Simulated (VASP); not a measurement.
# NbAs (I4_1md) in VASP: single point with PBEsol

Aim: the single point of NbAs with PBEsol.

Program: VASP 6.6.1. These are calculated values, not measurements. Logs are shortened: lines on timing, memory, paths and dates and some standing lists are left out, and cuts for length are marked.

**1. The cell of the first run**

The structure is tetragonal, space group I4_1md (No. 109). The conventional cell has a = 3.452 Å, b = 3.452 Å, c = 11.680 Å, α = 90.00°, β = 90.00°, γ = 90.00°. Nb (site symmetry 2mm) has 6 As at 2.60 to 2.63 Å and 8 Nb at 3.39 to 3.45 Å within 3.5 Å. Within 3.5 Å of As (site symmetry 2mm) lie 6 Nb at 2.60 to 2.63 Å and 8 As at 3.39 to 3.45 Å.

**2. Single point, PBEsol**

Contents of POSCAR:

```
NbAs
1.0
   -1.7258500000      1.7258500000      5.8400000000
    1.7258500000     -1.7258500000      5.8400000000
    1.7258500000      1.7258500000     -5.8400000000
Nb As
2 2
Direct
    0.5000000000      0.0000000000      0.5000000000
    0.7500000000      0.7500000000      0.0000000000
    0.9160000000      0.4160000000      0.5000000000
    0.1660000000      0.1660000000      0.0000000000
```

Contents of INCAR.step1:

```
ALGO = Normal
EDIFF = 1E-6
ENCUT = 520
GGA = PS
ISIF = 2
ISMEAR = -1
LASPH = T
LCHARG = T
LMAXMIX = 4
LREAL = F
LWAVE = F
NBANDS = 26
NELM = 100
PREC = Accurate
SIGMA = 0.05
```

Contents of KPOINTS.step1:

```
k-points
0
Gamma
  11 11 11
```

Contents of INCAR.step2:

```
ALGO = Normal
EDIFF = 1E-6
ENCUT = 520
GGA = PS
ICHARG = 11
ISIF = 2
ISMEAR = -5
LASPH = T
LCHARG = F
LMAXMIX = 4
LORBIT = 11
LREAL = F
LWAVE = F
NBANDS = 26
NEDOS = 2001
NELM = 100
PREC = Accurate
SIGMA = 0.05
```

Contents of KPOINTS.step2:

```
k-points
0
Gamma
  17 17 17
```

Potentials or basis: VASP PAW PBE potentials, release 64 (Nb_sv, As).

The run is started by

```console
$ cat potpaw_PBE.64/Nb_sv/POTCAR potpaw_PBE.64/As/POTCAR > POTCAR
$ cp INCAR.step1 INCAR
$ cp KPOINTS.step1 KPOINTS
$ mpirun -np 1 vasp_std > vasp.out
$ cp INCAR.step2 INCAR
$ cp KPOINTS.step2 KPOINTS
$ mpirun -np 1 vasp_std > vasp.out
```

OUTCAR:

```text
EDIFF = 1E-6
   ENCUT = 520
   GGA = PS
   ICHARG = 11
   ISIF = 2
   ISMEAR = -5
   LASPH = T
   LORBIT = 11
   LREAL = F
   NELM = 100
   PREC = Accurate

 ion  position               nearest neighbor table
   1  0.500  0.000  0.500-   4 2.60   4 2.60   3 2.63   3 2.63   3 2.63   3 2.63
   2  0.750  0.750  0.000-   3 2.60   3 2.60   4 2.63   4 2.63   4 2.63   4 2.63
   3  0.916  0.416  0.500-   2 2.60   2 2.60   1 2.63   1 2.63   1 2.63   1 2.63
   4  0.166  0.166  0.000-   1 2.60   1 2.60   2 2.63   2 2.63   2 2.63   2 2.63

  LATTYP: Found a body centered tetragonal cell.
 ALAT       =     3.4517000000
 C/A-ratio  =     3.3838398470

  Lattice vectors:

 A1 = (  -1.7258500000,   1.7258500000,   5.8400000000)
 A2 = (   1.7258500000,  -1.7258500000,   5.8400000000)
 A3 = (   1.7258500000,   1.7258500000,  -5.8400000000)

Analysis of symmetry for initial positions (statically):
=====================================================================
 Subroutine PRICEL returns:
 Original cell was already a primitive cell.

 Routine SETGRP: Setting up the symmetry group for a
 body centered tetragonal supercell.

 Subroutine GETGRP returns: Found  8 space group operations
 (whereof  4 operations were pure point group operations)
 out of a pool of 16 trial point group operations.

The static configuration has the point symmetry C_2v.
 The point group associated with its full space group is C_4v.

Analysis of symmetry for dynamics (positions and initial velocities):
=====================================================================
 Subroutine PRICEL returns:
 Original cell was already a primitive cell.

 Routine SETGRP: Setting up the symmetry group for a
 body centered tetragonal supercell.

 Subroutine GETGRP returns: Found  8 space group operations
 (whereof  4 operations were pure point group operations)
 out of a pool of 16 trial point group operations.

The dynamic configuration has the point symmetry C_2v.
 The point group associated with its full space group is C_4v.

 Subroutine INISYM returns: Found  8 space group operations
 (whereof  4 operations are pure point group operations),
 and found     1 'primitive' translations

----------------------------------------------------------------------------------------

                                     Primitive cell

  volume of cell :      69.5791

  direct lattice vectors                    reciprocal lattice vectors
    -1.725850000  1.725850000  5.840000000     0.000000000  0.289712316  0.085616438
     1.725850000 -1.725850000  5.840000000     0.289712316  0.000000000  0.085616438
     1.725850000  1.725850000 -5.840000000     0.289712316  0.289712316  0.000000000

  length of vectors
     6.329511549  6.329511549  6.329511549     0.302098329  0.302098329  0.409715086

  position of ions in fractional coordinates (direct lattice)
     0.500000000  0.000000000  0.500000000
     0.750000000  0.750000000  0.000000000
     0.916000000  0.416000000  0.500000000
     0.166000000  0.166000000  0.000000000

  ion indices of the primitive-cell ions
   primitive index   ion index
                 1           1
                 2           2
                 3           3
                 4           4

----------------------------------------------------------------------------------------

 KPOINTS: k-points

Automatic generation of k-mesh.
 Grid dimensions read from file:
 generate k-points for:   17   17   17

 Generating k-lattice:

  Cartesian coordinates                     Fractional coordinates (reciprocal lattice)
     0.000000000  0.017041901  0.005036261     0.058823529 -0.000000000  0.000000000
     0.017041901  0.000000000  0.005036261    -0.000000000  0.058823529  0.000000000
     0.017041901  0.017041901  0.000000000     0.000000000  0.000000000  0.058823529

  Length of vectors
     0.017770490  0.017770490  0.024100887

  Shift w.r.t. Gamma in fractional coordinates (k-lattice)
     0.000000000  0.000000000  0.000000000

 TETIRR: Found   6263 inequivalent tetrahedra from    29478

 Subroutine IBZKPT returns following result:
 ===========================================

 Found    405 irreducible k-points:

 Following reciprocal coordinates:
            Coordinates               Weight
  0.000000  0.000000  0.000000      1.000000
  0.058824  0.000000 -0.000000      8.000000
  0.117647  0.000000 -0.000000      8.000000
  0.176471  0.000000 -0.000000      8.000000
  0.235294  0.000000 -0.000000      8.000000
  0.294118  0.000000 -0.000000      8.000000
[... 16 lines left out ...]
 -0.176471  0.058824  0.000000     16.000000
 -0.117647  0.058824  0.000000     16.000000
 [... further k-points ...]
   k-points           NKPTS =    405   k-points in BZ     NKDIM =    405   number of bands    NBANDS=     26
   number of dos      NEDOS =   2001   number of ions     NIONS =      4
   total plane-waves  NPLWV = 110592
   dimension x,y,z NGX =    48 NGY =   48 NGZ =   48
   dimension x,y,z NGXF=    96 NGYF=   96 NGZF=   96
   ions per type =               2   2
   NGX,Y,Z   is equivalent  to a cutoff of  12.61, 12.61, 12.61 a.u.
   NGXF,Y,Z  is equivalent  to a cutoff of  25.21, 25.21, 25.21 a.u.
 SYSTEM =  unknown system
   PREC   = accura    normal or accurate (medium, high low for compatibility)
   ISTART =      0    job   : 0-new  1-cont  2-samecut
   ICHARG =     11    charge: 1-file 2-atom 10-const
   ISPIN  =      1    spin polarized calculation?
   LNONCOLLINEAR =      F non collinear calculations
   LSORBIT =      F    spin-orbit coupling
   LASPH  =      T    aspherical Exc in radial PAW
   ENCUT  =  520.0 eV  38.22 Ry    6.18 a.u.  11.77 11.77 11.77*2*pi/ulx,y,z
   NELM   =    100;   NELMIN=  2; NELMDL=  0     # of ELM steps
   EDIFF  = 0.1E-05   stopping-criterion for ELM
   LREAL  =      F    real-space projection
   EDIFFG = 0.1E-04   stopping-criterion for IOM
   NSW    =      0    number of steps for IOM
   IBRION =     -1    ionic relax: 0-MD 1-quasi-New 2-CG
   NFREE  =      0    steps in history (QN), initial steepest desc. (CG)
   ISIF   =      2    stress and relaxation
   ISYM   =      2    0-nonsym 1-usesym 2-fastsym
   POTIM  = 0.5000    time-step for ionic-motion
   TEBEG  =    0.0;   TEEND  =   0.0 temperature during run
   PSTRESS=    0.0 pullay stress
   NELECT =      36.0000    total number of electrons
   NUPDOWN=      -1.0000    fix difference up-down
   EMIN   =  10.00;   EMAX   =-10.00  energy-range for DOS
   EFERMI =   0.00;   METHOD = LEGACY
   ISMEAR =    -5;   SIGMA  =   0.05  broadening in eV -4-tet -1-fermi 0-gaus
   EFERMI_NEDOS =   21; number of points for ismear=-14 and -15
   IALGO  =     38    algorithm
   IMIX   =      4    mixing-type and parameters
     AMIX     =   0.40;   BMIX     =  1.00
     AMIX_MAG =   1.60;   BMIX_MAG =  1.00
  volume/ion in A,a.u.               =      17.39       117.39
  Fermi-wavevector in a.u.,A,eV,Ry     =   1.314264  2.483599 23.501213  1.727290
  Thomas-Fermi vector in A             =   2.444529
   LORBIT       =     11    0 simple, 1 ext, 2 COOP (PROOUT), +10 PAW based schemes
   GGA     = PS    functional components
   LHFCALC =     F    Hartree Fock is set to
   AEXX    =    0.0000 exact exchange contribution
   IVDW    =     0    specifies the selected vdW correction
   LEPSILON=     F    determine dielectric tensor
   LRPA    =     F    only Hartree local field effects (RPA)
 non-spin polarized calculation
 Fermi weights with tetrahedron method with Bloechl corrections
  energy-cutoff  :      520.00
  volume of cell :       69.58
 maximum number of plane-waves:      1902

 number of electron      35.9999999 magnetization

 Free energy of the ion-electron system (eV)
  ---------------------------------------------------
  ext. energy  EPLUGINS =         0.00000000
  ---------------------------------------------------
  free energy    TOTEN  =       -35.11137322 eV

  energy without entropy =      -35.11137322  energy(sigma->0) =      -35.11137322

 E-fermi :   9.5218     XC(G=0): -11.9628

 val. band max:        9.5523383850   @ k =  -0.2941   0.4706   0.2941
 cond. band min:       9.4972973955   @ k =  -0.2353   0.2353   0.2353
 fundamental gap:     -0.0550409895
 Fermi energy:         9.5218047589

 k-point     1 :       0.0000    0.0000    0.0000
  band No.  band energies     occupation
      1     -45.5153      2.00000
      2     -45.4864      2.00000
      3     -21.7637      2.00000
      4     -21.6534      2.00000
      5     -21.6534      2.00000
      6     -21.4920      2.00000
[... 18 lines left out ...]
     25      13.4804      0.00000
     26      13.4846      0.00000

 k-point     2 :       0.0588    0.0000   -0.0000
  band No.  band energies     occupation
      1     -45.5147      2.00000
      2     -45.4862      2.00000
      3     -21.7612      2.00000
      4     -21.6604      2.00000
      5     -21.6527      2.00000
      6     -21.4992      2.00000
[... 18 lines left out ...]
     25      13.4907      0.00000
     26      13.6343      0.00000

 k-point     3 :       0.1176    0.0000   -0.0000
  band No.  band energies     occupation
      1     -45.5130      2.00000
      2     -45.4856      2.00000
      3     -21.7548      2.00000
      4     -21.6797      2.00000
      5     -21.6509      2.00000
      6     -21.5187      2.00000
[... 18 lines left out ...]
     25      13.6406      0.00000
     26      14.0213      0.00000

 k-point     4 :       0.1765    0.0000   -0.0000
  band No.  band energies     occupation
      1     -45.5103      2.00000
      2     -45.4847      2.00000
      3     -21.7503      2.00000
      4     -21.7033      2.00000
      5     -21.6481      2.00000
      6     -21.5468      2.00000
[... 18 lines left out ...]
     25      13.8354      0.00000
     26      14.5376      0.00000

 k-point     5 :       0.2353    0.0000   -0.0000
  band No.  band energies     occupation
      1     -45.5071      2.00000
      2     -45.4838      2.00000
      3     -21.7680      2.00000
      4     -21.7082      2.00000
      5     -21.6447      2.00000
      6     -21.5788      2.00000
[... 18 lines left out ...]
     25      13.9536      0.00000
     26      15.0370      0.00000

 k-point     6 :       0.2941    0.0000   -0.0000
  band No.  band energies     occupation
      1     -45.5036      2.00000
      2     -45.4829      2.00000
      3     -21.8026      2.00000
      4     -21.6978      2.00000
      5     -21.6411      2.00000
      6     -21.6086      2.00000
[... 427 lines left out ...]
 k-point    21 :      -0.2941    0.0588    0.0000
  band No.  band energies     occupation
      1     -45.5035      2.00000
      2     -45.4822      2.00000
      3     -21.8015      2.00000
      4     -21.6995      2.00000
      5     -21.6472      2.00000
      6     -21.6091      2.00000
[... 18 lines left out ...]
     25      14.0430      0.00000
     26      15.3063      0.00000

 k-point    22 :      -0.2353    0.0588    0.0000
  band No.  band energies     occupation
      1     -45.5069      2.00000
      2     -45.4831      2.00000
      3     -21.7674      2.00000
      4     -21.7095      2.00000
      5     -21.6509      2.00000
      6     -21.5786      2.00000
[... 18 lines left out ...]
     25      14.0719      0.00000
     26      14.8716      0.00000

 k-point    23 :      -0.1765    0.0588    0.0000
  band No.  band energies     occupation
      1     -45.5101      2.00000
      2     -45.4842      2.00000
      3     -21.7508      2.00000
      4     -21.7030      2.00000
      5     -21.6545      2.00000
      6     -21.5463      2.00000
[... 18 lines left out ...]
     25      13.9058      0.00000
     26      14.3941      0.00000

 k-point    24 :      -0.1176    0.0588    0.0000
  band No.  band energies     occupation
      1     -45.5126      2.00000
      2     -45.4852      2.00000
      3     -21.7547      2.00000
      4     -21.6791      2.00000
      5     -21.6575      2.00000
      6     -21.5182      2.00000
[... 18 lines left out ...]
     25      13.5917      0.00000
     26      14.0009      0.00000

 [... further k-points ...]
[... 5 lines left out ...]
  --------------------------------------------------------------------------------------
  -------------------------------------------------------------------------------------
  Total       -1.1208038     -1.1208038     -0.6618155      0.0000000      0.0000000      0.0000000
  in kB      -25.8084095    -25.8084095    -15.2394244      0.0000000      0.0000000      0.0000000
  external PRESSURE =     -22.2854144 kB  Pullay stress =       0.0000000 kB

 VOLUME and BASIS-vectors are now :
 -----------------------------------------------------------------------------
  energy-cutoff  :      520.00
  volume of cell :       69.58
      direct lattice vectors                 reciprocal lattice vectors
    -1.725850000  1.725850000  5.840000000     0.000000000  0.289712316  0.085616438
     1.725850000 -1.725850000  5.840000000     0.289712316  0.000000000  0.085616438
     1.725850000  1.725850000 -5.840000000     0.289712316  0.289712316  0.000000000

 POSITION                                       TOTAL-FORCE (eV/Angst)
 -----------------------------------------------------------------------------------
      0.00000      1.72585      0.00000         0.000000      0.000000     -0.291909
      0.00000      0.00000      8.76000        -0.000000     -0.000000     -0.291909
      0.00000      1.72585      4.85888         0.000000      0.000000      0.291909
      0.00000      0.00000      1.93888        -0.000000     -0.000000      0.291909
 -----------------------------------------------------------------------------------
    total drift:                               -0.000000     -0.000000      0.000480

  FREE ENERGIE OF THE ION-ELECTRON SYSTEM (eV)
  ---------------------------------------------------
  free  energy   TOTEN  =       -35.1113732184 eV

  energy  without entropy=      -35.1113732184  energy(sigma->0) =      -35.11137322

 total charge

# of ion       s       p       d       tot
------------------------------------------
    1        2.149   6.011   2.480  10.640
    2        2.149   6.011   2.480  10.640
    3        1.201   1.641   0.075   2.917
    4        1.201   1.641   0.075   2.917
--------------------------------------------------
tot          6.699  15.305   5.111  27.114
```

It took 11 min on 1 thread of Intel Xeon 6975P-C (Granite Rapids), shared host; peak memory 0.79 GiB.

Results:

- Valence electrons inside the program's atomic spheres: Nb 10.64; As 2.92

Caveat: the PAW data sets were made with another functional, which shifts forces and pressure a little; tetrahedron occupations give inexact forces and stress in metals.
